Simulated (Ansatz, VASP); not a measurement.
**Two plane-wave programs on MgH2**

```
Mg H
1.0
     4.47624    0.00000    0.00000
     0.00000    4.47624    0.00000
     0.00000    0.00000    3.00792
Mg H
2 4
Cartesian
  0.0000 0.0000 0.0000
  2.2381 2.2381 1.5040
  1.3630 1.3630 0.0000
  0.8751 3.6011 1.5040
  3.1132 3.1132 0.0000
  3.6011 0.8751 1.5040
```

Alike in both runs: task electric field gradients; functional PBEsol; k mesh 6 × 6 × 8; no spin polarisation.

|  | VASP | Ansatz |
| --- | --- | --- |
| version | VASP 6.6.1 | Ansatz 0.2.0 |
| potentials or method | VASP PAW PBE potentials, release 64 (Mg, H), cutoff 520 eV | scalar-relativistic, plane waves, PAW |
| occupations | gaussian, width 0.01 eV | fixed |
| valence electrons in the cell | 8 | 24 |

```tsv
	VASP	Ansatz	Ansatz less VASP
gap on the k mesh at the Fermi level (eV)	3.57	3.57	-0.001
least direct gap on the mesh (eV)	4.40	4.40	-0.002
pressure (GPa)	-0.2	0.0	+0.21
size of Vzz on the site where it differs most (V/Å²)	6.0	6.0	-0.02
```

VASP's potentials were made for PBE, not for PBEsol. VASP's potentials hold 8 valence electrons a cell and Ansatz's 24, so a difference there can come from the potentials and not from the codes.
